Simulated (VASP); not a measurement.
# ZnBr (R-3m) in VASP: single point with PBE

Aim: the single point of ZnBr with PBE.

Program: VASP 6.6.1. These are calculated values, not measurements. Logs are shortened: lines on timing, memory, paths and dates and some standing lists are left out, and cuts for length are marked.

**1. The cell of the first run**

It takes space group R-3m (No. 166, trigonal). Conventional cell: a = 3.673 Å, b = 3.673 Å, c = 27.426 Å, α = 90.00°, β = 90.00°, γ = 120.00°. Zn (site symmetry 3m) has 3 Br at 2.62 Å and 3 Zn at 2.83 Å within 3.5 Å. Within 3.5 Å of Br (site symmetry 3m) lie 3 Zn at 2.62 Å.

**2. Single point, PBE**

Contents of INCAR:

```
ALGO = Normal
EDIFF = 1E-6
ENCUT = 520
GGA = PE
ISIF = 2
ISMEAR = 0
LASPH = True
LCHARG = True
LELF = True
LREAL = False
LVHAR = True
LWAVE = False
NBANDS = 27
NELM = 60
PREC = Accurate
SIGMA = 0.1
```

Contents of KPOINTS:

```
k-points
0
Gamma
  6 6 6
```

Contents of POSCAR:

```
ZnBr
1.0
    1.8367058808      1.0604226347      9.1418385951
   -1.8367058808      1.0604226347      9.1418385951
    0.0000000000     -2.1208452694      9.1418385951
Zn Br
2 2
Direct
    0.2007190619      0.2007190619      0.2007190619
    0.7992809381      0.7992809381      0.7992809381
    0.4097696291      0.4097696291      0.4097696291
    0.5902303709      0.5902303709      0.5902303709
```

Potentials or basis: VASP PAW PBE potentials, release 64 (Zn, Br).

Command:

```console
> cat potpaw_PBE.64/Zn/POTCAR potpaw_PBE.64/Br/POTCAR > POTCAR
> mpirun -np 1 vasp_std > vasp.out
```

OUTCAR:

```text
EDIFF = 1E-6
   ENCUT = 520
   GGA = PE
   ISIF = 2
   ISMEAR = 0
   LASPH = True
   LREAL = False
   NELM = 60
   PREC = Accurate

 ion  position               nearest neighbor table
   1  0.201  0.201  0.201-   4 2.62   4 2.62   4 2.62   2 2.83   2 2.83   2 2.83
   2  0.799  0.799  0.799-   3 2.62   3 2.62   3 2.62   1 2.83   1 2.83   1 2.83
   3  0.410  0.410  0.410-   2 2.62   2 2.62   2 2.62
   4  0.590  0.590  0.590-   1 2.62   1 2.62   1 2.62

  LATTYP: Found a trigonal (rhomboedric) cell.
 ALAT       =     9.3846255949
 COS(alpha) =     0.9233917879

  Lattice vectors:

 A1 = (   1.8367058808,   1.0604226347,   9.1418385951)
 A2 = (  -1.8367058808,   1.0604226347,   9.1418385951)
 A3 = (   0.0000000000,  -2.1208452694,   9.1418385951)

Analysis of symmetry for initial positions (statically):
=====================================================================
 Subroutine PRICEL returns:
 Original cell was already a primitive cell.

 Routine SETGRP: Setting up the symmetry group for a
 trigonal (rhombohedral) supercell.

 Subroutine GETGRP returns: Found 12 space group operations
 (whereof 12 operations were pure point group operations)
 out of a pool of 12 trial point group operations.

The static configuration has the point symmetry D_3d.

Analysis of symmetry for dynamics (positions and initial velocities):
=====================================================================
 Subroutine PRICEL returns:
 Original cell was already a primitive cell.

 Routine SETGRP: Setting up the symmetry group for a
 trigonal (rhombohedral) supercell.

 Subroutine GETGRP returns: Found 12 space group operations
 (whereof 12 operations were pure point group operations)
 out of a pool of 12 trial point group operations.

The dynamic configuration has the point symmetry D_3d.

 Subroutine INISYM returns: Found 12 space group operations
 (whereof 12 operations are pure point group operations),
 and found     1 'primitive' translations

----------------------------------------------------------------------------------------

                                     Primitive cell

  volume of cell :     106.8325

  direct lattice vectors                    reciprocal lattice vectors
     1.836705881  1.060422635  9.141838595     0.272226493  0.157170039  0.036462395
    -1.836705881  1.060422635  9.141838595    -0.272226493  0.157170039  0.036462395
     0.000000000 -2.120845269  9.141838595     0.000000000 -0.314340078  0.036462395

  length of vectors
     9.384625595  9.384625595  9.384625595     0.316447769  0.316447769  0.316447769

  position of ions in fractional coordinates (direct lattice)
     0.200719062  0.200719062  0.200719062
     0.799280938  0.799280938  0.799280938
     0.409769629  0.409769629  0.409769629
     0.590230371  0.590230371  0.590230371

  ion indices of the primitive-cell ions
   primitive index   ion index
                 1           1
                 2           2
                 3           3
                 4           4

----------------------------------------------------------------------------------------

 KPOINTS: k-points

Automatic generation of k-mesh.
 Grid dimensions read from file:
 generate k-points for:    6    6    6

 Generating k-lattice:

  Cartesian coordinates                     Fractional coordinates (reciprocal lattice)
     0.045371082  0.026195006  0.006077066     0.166666667  0.000000000  0.000000000
    -0.045371082  0.026195006  0.006077066     0.000000000  0.166666667  0.000000000
     0.000000000 -0.052390013  0.006077066     0.000000000  0.000000000  0.166666667

  Length of vectors
     0.052741295  0.052741295  0.052741295

  Shift w.r.t. Gamma in fractional coordinates (k-lattice)
     0.000000000  0.000000000  0.000000000

 Subroutine IBZKPT returns following result:
 ===========================================

 Found     32 irreducible k-points:

 Following reciprocal coordinates:
            Coordinates               Weight
  0.000000  0.000000  0.000000      1.000000
  0.166667 -0.000000  0.000000      6.000000
  0.333333  0.000000  0.000000      6.000000
  0.500000 -0.000000  0.000000      3.000000
  0.166667  0.166667  0.000000      6.000000
  0.333333  0.166667  0.000000     12.000000
[... 16 lines left out ...]
  0.500000  0.500000  0.166667      6.000000
 -0.333333  0.500000  0.166667     12.000000
 [... further k-points ...]
   k-points           NKPTS =     32   k-points in BZ     NKDIM =     32   number of bands    NBANDS=     27
   number of dos      NEDOS =    301   number of ions     NIONS =      4
   total plane-waves  NPLWV = 343000
   dimension x,y,z NGX =    70 NGY =   70 NGZ =   70
   dimension x,y,z NGXF=   140 NGYF=  140 NGZF=  140
   ions per type =               2   2
   NGX,Y,Z   is equivalent  to a cutoff of  12.40, 12.40, 12.40 a.u.
   NGXF,Y,Z  is equivalent  to a cutoff of  24.80, 24.80, 24.80 a.u.
 SYSTEM =  unknown system
   PREC   = accura    normal or accurate (medium, high low for compatibility)
   ISTART =      0    job   : 0-new  1-cont  2-samecut
   ICHARG =      2    charge: 1-file 2-atom 10-const
   ISPIN  =      1    spin polarized calculation?
   LNONCOLLINEAR =      F non collinear calculations
   LSORBIT =      F    spin-orbit coupling
   LASPH  =      T    aspherical Exc in radial PAW
   ENCUT  =  520.0 eV  38.22 Ry    6.18 a.u.  17.45 17.45 17.45*2*pi/ulx,y,z
   NELM   =     60;   NELMIN=  2; NELMDL= -5     # of ELM steps
   EDIFF  = 0.1E-05   stopping-criterion for ELM
   LREAL  =      F    real-space projection
   EDIFFG = 0.1E-04   stopping-criterion for IOM
   NSW    =      0    number of steps for IOM
   IBRION =     -1    ionic relax: 0-MD 1-quasi-New 2-CG
   NFREE  =      0    steps in history (QN), initial steepest desc. (CG)
   ISIF   =      2    stress and relaxation
   ISYM   =      2    0-nonsym 1-usesym 2-fastsym
   POTIM  = 0.5000    time-step for ionic-motion
   TEBEG  =    0.0;   TEEND  =   0.0 temperature during run
   PSTRESS=    0.0 pullay stress
   NELECT =      38.0000    total number of electrons
   NUPDOWN=      -1.0000    fix difference up-down
   EMIN   =  10.00;   EMAX   =-10.00  energy-range for DOS
   EFERMI =   0.00;   METHOD = LEGACY
   ISMEAR =     0;   SIGMA  =   0.10  broadening in eV -4-tet -1-fermi 0-gaus
   EFERMI_NEDOS =   21; number of points for ismear=-14 and -15
   IALGO  =     38    algorithm
   IMIX   =      4    mixing-type and parameters
     AMIX     =   0.40;   BMIX     =  1.00
     AMIX_MAG =   1.60;   BMIX_MAG =  1.00
  volume/ion in A,a.u.               =      26.71       180.24
  Fermi-wavevector in a.u.,A,eV,Ry     =   1.159938  2.191966 18.306052  1.345457
  Thomas-Fermi vector in A             =   2.296526
   LORBIT       =      0    0 simple, 1 ext, 2 COOP (PROOUT), +10 PAW based schemes
   GGA     = PE    functional components
   LHFCALC =     F    Hartree Fock is set to
   AEXX    =    0.0000 exact exchange contribution
   IVDW    =     0    specifies the selected vdW correction
   LEPSILON=     F    determine dielectric tensor
   LRPA    =     F    only Hartree local field effects (RPA)
 non-spin polarized calculation
 Gauss-broadening in eV      SIGMA  =   0.10
  energy-cutoff  :      520.00
  volume of cell :      106.83
 maximum number of plane-waves:      2902
 NGX is ok and might be reduce to    70
   NGX = 35   NGY = 35   NGZ = 35

 number of electron      38.0000004 magnetization

 Free energy of the ion-electron system (eV)
  ---------------------------------------------------
  ext. energy  EPLUGINS =         0.00000000
  ---------------------------------------------------
  free energy    TOTEN  =        -7.35236001 eV

  energy without entropy =       -7.34619985  energy(sigma->0) =       -7.34927993

 E-fermi :   0.8960     XC(G=0):  -8.5610

 val. band max:        0.8831056889   @ k =  -0.1667   0.5000   0.1667
 cond. band min:       0.9088601956   @ k =  -0.1667   0.5000   0.1667
 fundamental gap:      0.0257545068
 Fermi energy:         0.8959890858

 k-point     1 :       0.0000    0.0000    0.0000
  band No.  band energies     occupation
      1     -14.6037      2.00000
      2     -14.5363      2.00000
      3      -6.0586      2.00000
      4      -6.0586      2.00000
      5      -6.0122      2.00000
      6      -5.8721      2.00000
[... 19 lines left out ...]
     26       8.9478      0.00000
     27       8.9478      0.00000

 k-point     2 :       0.1667   -0.0000    0.0000
  band No.  band energies     occupation
      1     -14.4663      2.00000
      2     -14.4088      2.00000
      3      -6.0445      2.00000
      4      -6.0426      2.00000
      5      -5.9632      2.00000
      6      -5.9016      2.00000
[... 19 lines left out ...]
     26       9.3414      0.00000
     27       9.6166      0.00000

 k-point     3 :       0.3333    0.0000    0.0000
  band No.  band energies     occupation
      1     -14.1672      2.00000
      2     -14.1323      2.00000
      3      -6.0250      2.00000
      4      -6.0243      2.00000
      5      -5.9725      2.00000
      6      -5.9194      2.00000
[... 19 lines left out ...]
     26       9.7171      0.00000
     27       9.9780      0.00000

 k-point     4 :       0.5000   -0.0000    0.0000
  band No.  band energies     occupation
      1     -14.0027      2.00000
      2     -13.9814      2.00000
      3      -6.0474      2.00000
      4      -6.0230      2.00000
      5      -5.9635      2.00000
      6      -5.9382      2.00000
[... 19 lines left out ...]
     26       8.9995      0.00000
     27       9.8000      0.00000

 k-point     5 :       0.1667    0.1667    0.0000
  band No.  band energies     occupation
      1     -14.4651      2.00000
      2     -14.4100      2.00000
      3      -6.0445      2.00000
      4      -6.0440      2.00000
      5      -5.9625      2.00000
      6      -5.9021      2.00000
[... 19 lines left out ...]
     26       9.3460      0.00000
     27       9.6018      0.00000

 k-point     6 :       0.3333    0.1667    0.0000
  band No.  band energies     occupation
      1     -14.2442      2.00000
      2     -14.2067      2.00000
      3      -6.0468      2.00000
      4      -5.9871      2.00000
      5      -5.9279      2.00000
      6      -5.8886      2.00000
[... 444 lines left out ...]
      1     -14.0008      2.00000
      2     -13.9885      2.00000
      3      -6.0217      2.00000
      4      -5.9715      2.00000
      5      -5.9610      2.00000
      6      -5.9064      2.00000
[... 19 lines left out ...]
     26       9.0799      0.00000
     27       9.3862      0.00000

 k-point    22 :      -0.1667    0.3333    0.1667
  band No.  band energies     occupation
      1     -14.0050      2.00000
      2     -13.9842      2.00000
      3      -6.0234      2.00000
      4      -5.9733      2.00000
      5      -5.9611      2.00000
      6      -5.9050      2.00000
[... 19 lines left out ...]
     26       8.9136      0.00000
     27      10.3194      0.00000

 k-point    23 :       0.5000    0.5000    0.1667
  band No.  band energies     occupation
      1     -14.1566      2.00000
      2     -14.1431      2.00000
      3      -6.0250      2.00000
      4      -6.0231      2.00000
      5      -5.9728      2.00000
      6      -5.9236      2.00000
[... 19 lines left out ...]
     26       9.7858      0.00000
     27       9.9300      0.00000

 k-point    24 :      -0.3333    0.5000    0.1667
  band No.  band energies     occupation
      1     -13.9981      2.00000
      2     -13.9913      2.00000
      3      -6.0223      2.00000
      4      -5.9705      2.00000
      5      -5.9611      2.00000
      6      -5.9058      2.00000
[... 19 lines left out ...]
     26       9.3337      0.00000
     27       9.6051      0.00000

 [... further k-points ...]

------------------------ aborting loop because EDIFF is reached ----------------------------------------

  FORCE on cell =-STRESS in cart. coord.  units (eV):
  Direction    XX          YY          ZZ          XY          YZ          ZX
  --------------------------------------------------------------------------------------
  -------------------------------------------------------------------------------------
  Total        0.0252940      0.0252940      0.1260657      0.0000000     -0.0000000      0.0000000
  in kB        0.3793365      0.3793365      1.8906199      0.0000000     -0.0000000      0.0000000
  external PRESSURE =       0.8830976 kB  Pullay stress =       0.0000000 kB

 VOLUME and BASIS-vectors are now :
 -----------------------------------------------------------------------------
  energy-cutoff  :      520.00
  volume of cell :      106.83
      direct lattice vectors                 reciprocal lattice vectors
     1.836705881  1.060422635  9.141838595     0.272226493  0.157170039  0.036462395
    -1.836705881  1.060422635  9.141838595    -0.272226493  0.157170039  0.036462395
     0.000000000 -2.120845269  9.141838595     0.000000000 -0.314340078  0.036462395

 POSITION                                       TOTAL-FORCE (eV/Angst)
 -----------------------------------------------------------------------------------
      0.00000      0.00000      5.50482         0.000000      0.000000     -0.023483
      0.00000      0.00000     21.92069         0.000000      0.000000      0.023483
      0.00000      0.00000     11.23814         0.000000      0.000000     -0.029968
      0.00000      0.00000     16.18737         0.000000     -0.000000      0.029968
 -----------------------------------------------------------------------------------
    total drift:                               -0.000000     -0.000000      0.000000

  FREE ENERGIE OF THE ION-ELECTRON SYSTEM (eV)
  ---------------------------------------------------
  free  energy   TOTEN  =        -7.3523600059 eV

  energy  without entropy=       -7.3461998533  energy(sigma->0) =       -7.34927993
```

It took 6.1 min on 1 thread of Oxide Virtual Turin-like, shared host; peak memory 0.64 GiB.

What came out:

```
Free energy            : -7.3524 eV
Pressure               : 0.1 GPa
Largest force          : 0.030 eV/Å
Band gap on the k mesh : 0.03 eV
```

Forces on the atoms (eV/Å):
```
Zn   0.000  0.000 -0.023
Zn   0.000  0.000  0.023
Br   0.000  0.000 -0.030
Br   0.000  0.000  0.030
```

Stress tensor (GPa, compression positive):
```
0.04 0.00 0.00
0.00 0.04 0.00
0.00 0.00 0.19
```

A k mesh can miss the band edges.
